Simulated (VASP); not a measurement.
# TaN (P-6m2) in VASP: single point with PBEsol+U

Aim: the single point of TaN with PBEsol+U.

All numbers are computed with VASP 6.6.1; they aren't measurements. Logs are shortened: lines on timing, memory, paths and dates and some standing lists are left out, and cuts for length are marked.

## (1) The cell of the first run

It takes space group P-6m2 (No. 187, hexagonal). The conventional cell has a = 2.938 Å, b = 2.938 Å, c = 2.883 Å, α = 90.00°, β = 90.00°, γ = 120.00°. Within 3.0 Å of Ta (site symmetry -6m2) lie 6 N at 2.23 Å and 8 Ta at 2.88 to 2.94 Å. Within 3.0 Å of N (site symmetry -6m2) lie 6 Ta at 2.23 Å and 8 N at 2.88 to 2.94 Å.

## (2) Single point, PBEsol+U, non-collinear spin, zero start, spin-orbit coupling

Contents of INCAR:

```
SYSTEM = TaN
PREC     = Accurate       ! precision mode
ENCUT    = 700            ! plane-wave cutoff, eV
EDIFF    = 1E-6           ! SCF threshold, eV
ISMEAR   = 0              ! smearing method
SIGMA    = 0.05           ! smearing width, eV
LREAL    = .False.        ! projectors in reciprocal space
LASPH    = .True.         ! aspherical terms in the spheres
NELM     = 200            ! most SCF steps
ALGO     = Normal         ! electronic algorithm
ISIF     = 2              ! what is computed and relaxed
LWAVE    = .False.        ! write WAVECAR
LCHARG   = .True.         ! write CHGCAR
MAGMOM   = 0 0 0 0 0 0 0 0 0 0 0 0 ! initial moments
LORBIT   = 11             ! projections on sites
LSORBIT  = .True.         ! spin-orbit coupling
GGA_COMPAT= .False.      
LORBMOM  = .True.       
LMAXMIX  = 4              ! l up to which the mixer works
LDAU     = .True.         ! DFT+U
LDAUTYPE = 2            
LDAUL    = 2 -1           ! shell
LDAUU    = 5 0            ! U, eV
LDAUJ    = 0 0          
LDAUPRINT= 1            
GGA      = PS             ! functional
LVHAR    = .True.       
NBANDS   = 50             ! bands
```

Contents of KPOINTS:

```
Automatic mesh
0
Gamma
  7 7 4
  0 0 0
```

Contents of POSCAR:

```
TaN
1.0
    2.9380011100      0.0000000000      0.0000000000
   -1.4690005500      2.5443836000      0.0000000000
    0.0000000000      0.0000000000      5.7660044200
Ta N
2 2
Direct
    0.3333333333      0.6666666667      0.2500000000
    0.3333333333      0.6666666667      0.7500000000
    0.0000000000      0.0000000000      0.0000000000
    0.0000000000      0.0000000000      0.5000000000
```

Potentials or basis: VASP PAW PBE potentials, release 64 (Ta_sv_GW, N).

Started as:

```sh
> cat potpaw_PBE.64/Ta_sv_GW/POTCAR potpaw_PBE.64/N/POTCAR > POTCAR
> mpirun -np 1 vasp_ncl > vasp.out
```

OUTCAR:

```text
SYSTEM = TaN
   PREC = Accurate
   ENCUT = 700
   EDIFF = 1E-6
   ISMEAR = 0
   LREAL = .False.
   LASPH = .True.
   NELM = 200
   ISIF = 2
   LORBIT = 11
   LSORBIT = .True.
   GGA = PS

 ion  position               nearest neighbor table
   1  0.333  0.667  0.250-   3 2.23   4 2.23   3 2.23   4 2.23   3 2.23   4 2.23   2 2.88   2 2.88

   2  0.333  0.667  0.750-   3 2.23   4 2.23   3 2.23   4 2.23   3 2.23   4 2.23   1 2.88   1 2.88

   3  0.000  0.000  0.000-   1 2.23   2 2.23   1 2.23   2 2.23   1 2.23   2 2.23
   4  0.000  0.000  0.500-   1 2.23   2 2.23   1 2.23   2 2.23   1 2.23   2 2.23

  LATTYP: Found a hexagonal cell.
 ALAT       =     2.9380011100
 C/A-ratio  =     1.9625603273

  Lattice vectors:

 A1 = (   2.9380011100,   0.0000000000,   0.0000000000)
 A2 = (  -1.4690005500,   2.5443836000,   0.0000000000)
 A3 = (   0.0000000000,   0.0000000000,   5.7660044200)

Analysis of symmetry for initial positions (statically):
=====================================================================
 Subroutine PRICEL returns following result:

  LATTYP: Found a hexagonal cell.
 ALAT       =     2.9380011100
 C/A-ratio  =     0.9812801636
[... 12 lines left out ...]
 Subroutine GETGRP returns: Found 12 space group operations
 (whereof 12 operations were pure point group operations)
 out of a pool of 24 trial point group operations.

The static configuration has the point symmetry D_3h.

Analysis of symmetry for dynamics (positions and initial velocities):
=====================================================================
 Subroutine PRICEL returns following result:

  LATTYP: Found a hexagonal cell.
 ALAT       =     2.9380011100
 C/A-ratio  =     0.9812801636
[... 12 lines left out ...]
 Subroutine GETGRP returns: Found 12 space group operations
 (whereof 12 operations were pure point group operations)
 out of a pool of 24 trial point group operations.

The dynamic configuration has the point symmetry D_3h.

Analysis of structural, dynamic, and magnetic symmetry:
=====================================================================
 Subroutine PRICEL returns following result:

  LATTYP: Found a hexagonal cell.
 ALAT       =     2.9380011100
 C/A-ratio  =     0.9812801636
[... 12 lines left out ...]
 Subroutine GETGRP returns: Found 12 space group operations
 (whereof 12 operations were pure point group operations)
 out of a pool of 24 trial point group operations.

The overall configuration has the point symmetry D_3h.

 Subroutine INISYM returns: Found 12 space group operations
 (whereof 12 operations are pure point group operations),
 and found     2 'primitive' translations

----------------------------------------------------------------------------------------

                                     Primitive cell

  volume of cell :      21.5516

  direct lattice vectors                    reciprocal lattice vectors
     2.938001110  0.000000000  0.000000000     0.340367468  0.196511249  0.000000000
    -1.469000550  2.544383600  0.000000000     0.000000000  0.393022499  0.000000000
     0.000000000  0.000000000  2.883002210     0.000000000  0.000000000  0.346860643

  length of vectors
     2.938001110  2.938001110  2.883002210     0.393022499  0.393022499  0.346860643

  position of ions in fractional coordinates (direct lattice)
     0.333333333  0.666666667  0.500000000
     0.000000000  0.000000000  0.000000000

  ion indices of the primitive-cell ions
   primitive index   ion index
                 1           1
                 2           3

----------------------------------------------------------------------------------------

 KPOINTS: Automatic mesh

Automatic generation of k-mesh.
[... 219 lines left out ...]

 E-fermi :  13.2301     XC(G=0): -13.8777

 val. band max:       13.0778215802   @ k =   0.0000   0.0000   0.2500
 cond. band min:      13.3824324237   @ k =   0.0000   0.0000   0.0000
 fundamental gap:      0.3046108434
 Fermi energy:        13.2301275618

 k-point     1 :       0.0000    0.0000    0.0000
  band No.  band energies     occupation
      1     -56.5750      1.00000
      2     -56.5750      1.00000
      3     -56.5251      1.00000
      4     -56.5251      1.00000
      5     -28.4737      1.00000
      6     -28.4737      1.00000
[... 1213 lines left out ...]
     47      18.9831      0.00000
     48      19.3532      0.00000

 [... further k-points ...]

 [bands above 48 left out]

------------------------ aborting loop because EDIFF is reached ----------------------------------------

  FORCE on cell =-STRESS in cart. coord.  units (eV):
  Direction    XX          YY          ZZ          XY          YZ          ZX
  --------------------------------------------------------------------------------------
  -------------------------------------------------------------------------------------
  Total        3.1436102      3.1436102      3.5605539      0.0000000      0.0000000      0.0000000
  in kB      116.8502808    116.8502811    132.3483801      0.0000002      0.0000000      0.0000000
  external PRESSURE =     122.0163140 kB  Pullay stress =       0.0000000 kB

 VOLUME and BASIS-vectors are now :
 -----------------------------------------------------------------------------
  energy-cutoff  :      700.00
  volume of cell :       43.10
      direct lattice vectors                 reciprocal lattice vectors
     2.938001110  0.000000000  0.000000000     0.340367468  0.196511249  0.000000000
    -1.469000550  2.544383600  0.000000000     0.000000000  0.393022499  0.000000000
     0.000000000  0.000000000  5.766004420     0.000000000  0.000000000  0.173430321

 POSITION                                       TOTAL-FORCE (eV/Angst)
 -----------------------------------------------------------------------------------
      0.00000      1.69626      1.44150         0.000000     -0.000000      0.000000
      0.00000      1.69626      4.32450         0.000000     -0.000000     -0.000000
      0.00000      0.00000      0.00000        -0.000000      0.000000     -0.000000
      0.00000      0.00000      2.88300        -0.000000      0.000000     -0.000000
 -----------------------------------------------------------------------------------
    total drift:                                0.000001     -0.000000     -0.000000

  FREE ENERGIE OF THE ION-ELECTRON SYSTEM (eV)
  ---------------------------------------------------
  free  energy   TOTEN  =       -46.6303692887 eV

  energy  without entropy=      -46.6303692618  energy(sigma->0) =      -46.63036928

 orbital moment (x)

 # of ion     p       d       f       tot
 ------------------------------------------------
  1         0.000  -0.000  -0.000  -0.000
  2         0.000  -0.000  -0.000  -0.000
  3         0.000   0.000   0.000   0.000
  4         0.000   0.000   0.000   0.000
 ------------------------------------------------
            0.000  -0.000  -0.000  -0.000

 orbital moment (y)

 # of ion     p       d       f       tot
 ------------------------------------------------
  1        -0.000   0.000   0.000   0.000
  2        -0.000   0.000   0.000   0.000
  3         0.000   0.000   0.000   0.000
  4         0.000   0.000   0.000   0.000
 ------------------------------------------------
            0.000   0.000   0.000   0.000

 orbital moment (z)

 # of ion     p       d       f       tot
 ------------------------------------------------
  1         0.000   0.000   0.000   0.000
  2         0.000   0.000   0.000   0.000
  3         0.000   0.000   0.000   0.000
  4         0.000   0.000   0.000   0.000
 ------------------------------------------------
            0.000   0.000   0.000   0.000

 Spin-Orbit-Coupling matrix elements

 Ion:    1  E_soc:     -2.8049820
 l=   1
     0.0000000    -0.4467670    -0.4509755
    -0.4467670     0.0000000    -0.4467670
    -0.4509755    -0.4467670     0.0000000
 l=   2
     0.0000000    -0.0032042     0.0000000    -0.0032042    -0.0231470
    -0.0032042     0.0000000    -0.0101623    -0.0017550    -0.0032042
     0.0000000    -0.0101623     0.0000000    -0.0101623     0.0000000
    -0.0032042    -0.0017550    -0.0101623     0.0000000    -0.0032042
    -0.0231470    -0.0032042     0.0000000    -0.0032042     0.0000000
 l=   3
     0.0000000     0.0000006     0.0000000     0.0000000     0.0000000     0.0000006     0.0000444
     0.0000006     0.0000000    -0.0000043     0.0000000    -0.0000043    -0.0000042     0.0000026
     0.0000000    -0.0000043     0.0000000     0.0000139     0.0000048    -0.0000043     0.0000000
     0.0000000     0.0000000     0.0000139     0.0000000     0.0000139     0.0000000     0.0000000
[... 49 lines left out ...]
 l=   2
     0.0000000     0.0000000     0.0000000     0.0000000     0.0000000
     0.0000000     0.0000000     0.0000000     0.0000000     0.0000000
     0.0000000     0.0000000     0.0000000     0.0000000     0.0000000
     0.0000000     0.0000000     0.0000000     0.0000000     0.0000000
     0.0000000     0.0000000     0.0000000     0.0000000     0.0000000
 l=   3
     0.0000000     0.0000000     0.0000000     0.0000000     0.0000000     0.0000000     0.0000000
     0.0000000     0.0000000     0.0000000     0.0000000     0.0000000     0.0000000     0.0000000
     0.0000000     0.0000000     0.0000000     0.0000000     0.0000000     0.0000000     0.0000000
     0.0000000     0.0000000     0.0000000     0.0000000     0.0000000     0.0000000     0.0000000
     0.0000000     0.0000000     0.0000000     0.0000000     0.0000000     0.0000000     0.0000000
     0.0000000     0.0000000     0.0000000     0.0000000     0.0000000     0.0000000     0.0000000
     0.0000000     0.0000000     0.0000000     0.0000000     0.0000000     0.0000000     0.0000000

 total charge

# of ion       s       p       d       f       tot
--------------------------------------------------
    1        3.288   6.070   2.207   0.109  11.674
    2        3.288   6.070   2.207   0.109  11.674
    3        1.218   2.502   0.000   0.000   3.720
    4        1.218   2.502   0.000   0.000   3.720
--------------------------------------------------
tot          9.011  17.145   4.414   0.218  30.788

 magnetization (x)

# of ion       s       p       d       f       tot
--------------------------------------------------
    1       -0.000  -0.000   0.000  -0.000   0.000
    2        0.000   0.000   0.000  -0.000   0.000
    3        0.000   0.000   0.000   0.000   0.000
    4        0.000   0.000   0.000   0.000   0.000
--------------------------------------------------
tot         -0.000   0.000   0.000  -0.000   0.000

 magnetization (y)

# of ion       s       p       d       f       tot
--------------------------------------------------
    1       -0.000   0.000  -0.000  -0.000  -0.000
    2       -0.000   0.000  -0.000  -0.000  -0.000
    3        0.000  -0.000   0.000   0.000  -0.000
    4        0.000   0.000   0.000   0.000   0.000
--------------------------------------------------
tot         -0.000   0.000  -0.000  -0.000  -0.000

 magnetization (z)

# of ion       s       p       d       f       tot
--------------------------------------------------
    1        0.000   0.000   0.000  -0.000   0.000
    2        0.000   0.000   0.000   0.000   0.000
    3        0.000  -0.000   0.000   0.000   0.000
    4       -0.000   0.000   0.000   0.000   0.000
--------------------------------------------------
tot          0.000   0.000   0.000   0.000   0.000
```

Run time: 4.2 min. Hardware: 1 thread of Intel Xeon Platinum 8559C (Emerald Rapids), shared host; peak memory 0.44 GiB.

What came out:

- Free energy: -46.6304 eV
- Pressure: 12.2 GPa
- Net moment: 0.00 μB per cell
- Valence electrons inside the program's atomic spheres: Ta 11.67; N 3.72

Moments on the atoms (μB; x, y, z):
```
Ta  0.00 0.00 0.00
Ta  0.00 0.00 0.00
N   0.00 0.00 0.00
N   0.00 0.00 0.00
```

Caveat: the cell stands under pressure; the PAW data sets were made with another functional, which shifts forces and pressure a little.
